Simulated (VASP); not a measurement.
TmGa3Hg3As2N4: single point with PBE

Crystal: TmGa3Hg3As2N4.

```
Tm Ga Hg As N
1.0
     2.84400   -1.65574   -0.34422
     2.84400    1.65574   -0.34422
    -2.04146    0.00000   23.47812
Tm Ga Hg As N
1 3 3 2 4
Direct
  0.61933 0.61933 0.52000
  0.37768 0.37768 0.62964
  0.88392 0.88392 0.40920
  0.24999 0.24999 0.87375
  0.77905 0.77905 0.10731
  0.46996 0.46996 0.73950
  0.32482 0.32482 0.30847
  0.01398 0.01398 0.98881
  0.57666 0.57666 0.21104
  0.00352 0.00352 0.58054
  0.23779 0.23779 0.46237
  0.94334 0.94334 0.90539
  0.18067 0.18067 0.79176
```

```yaml
Program: VASP 6.6.1
Task: single point
Functional: PBE
Potentials_or_basis: VASP PAW PBE potentials, release 64 (Tm_3, Ga_d, Hg, As, N), 4f in core
Cutoff: 600 eV
k_mesh: 4 × 4 × 1
Occupations: gaussian, width 0.15 eV
Spin: no spin polarisation
Dipole_correction: no
Further_INCAR_settings: ALGO = Normal; EDIFF = 1e-06; NBANDS = 69
```

The pressure is 0.6 GPa, the largest force is 0.122 eV/Å and the band gap on the k mesh is zero (bands 57 and 58 overlap by 1.58 eV).

Forces in eV/Å, atoms in the order of the input:
```
Tm   0.009  0.000  0.081
Ga   0.011  0.000  0.065
Ga  -0.012  0.000 -0.058
Ga  -0.015  0.000 -0.029
Hg  -0.004  0.000 -0.024
Hg  -0.013  0.000 -0.105
Hg  -0.006  0.000 -0.004
As  -0.003  0.000  0.053
As  -0.002  0.000  0.015
N   -0.009  0.000 -0.024
N   -0.004  0.000 -0.084
N    0.028  0.000 -0.005
N    0.020  0.000  0.120
```

Levels at points of the mesh, in eV from the Fermi level:
```tsv
k point	band 53	band 54	band 55	band 56	band 57	band 58	band 59	band 60	band 61	band 62
(0.00, 0.00, 0.00)	-1.23	-0.30	0.30	0.30	1.23	1.39	2.58	2.96	3.03	3.13
(0.50, 0.00, 0.00)	-2.46	-1.74	-1.63	-0.85	-0.43	-0.11	0.65	1.30	1.36	1.69
(0.50, 0.50, 0.00)	-2.47	-1.93	-1.67	-0.75	-0.43	0.23	0.67	1.30	1.30	1.77
```

Run time: 6.6 min on 1 thread of Intel(R) Xeon(R) Platinum 8488C (Sapphire Rapids), on a shared host, peak memory 0.47 GiB.

Caveat: the k points lie up to 0.55 Å⁻¹ apart, too coarse for converged energies and pressures of a metal; spin-orbit coupling is left out, which moves the levels of the heavy elements; the 4f electrons are frozen in the core, so they carry no moment and show no levels; the run has no spin polarisation, though such a crystal can be magnetic. Spin polarisation is off, so any magnetic state and its effect on volume and gap are missing.
